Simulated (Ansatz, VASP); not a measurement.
# LiFeAs: VASP beside Ansatz

```
Li Fe As
1.0
     3.69151    0.00000    0.00000
     0.00000    3.69151    0.00000
     0.00000    0.00000    5.95973
Li Fe As
2 2 2
Direct
  0.50000 0.00000 0.66623
  0.00000 0.50000 0.33377
  0.00000 0.00000 0.00000
  0.50000 0.50000 0.00000
  0.50000 0.00000 0.22579
  0.00000 0.50000 0.77421
```

Alike in both runs: task electric field gradients; functional LDA; k mesh 12 × 12 × 8; occupations gaussian, width 0.05 eV; no spin polarisation.

|  | VASP | Ansatz |
| --- | --- | --- |
| version | VASP 6.6.1 | Ansatz 0.2.0 |
| potentials or method | VASP PAW LDA potentials, release 64 (Li_sv, Fe, As), cutoff 520 eV | scalar-relativistic, plane waves, PAW |
| valence electrons in the cell | 32 | 68 |

```tsv
	VASP	Ansatz	Ansatz less VASP
gap on the k mesh at the Fermi level (eV)	none	none	-
rms of the force components (eV/Å)	0.018	0.000	-0.0176
size of Vzz on the site where it differs most (V/Å²)	33.2	35.1	+1.95
```

LDA's correlation is that of Perdew and Zunger in VASP and of Perdew and Wang (1992) in Ansatz. Atom by atom the forces differ by 0.018 eV/Å (rms over components). A gap of «none» marks a metal or a gap that the smearing closes. VASP's potentials hold 32 valence electrons a cell and Ansatz's 68, so a difference there can come from the potentials and not from the codes.

Noted on VASP's run: the cutoff is short for stress, so the pressure is rough.
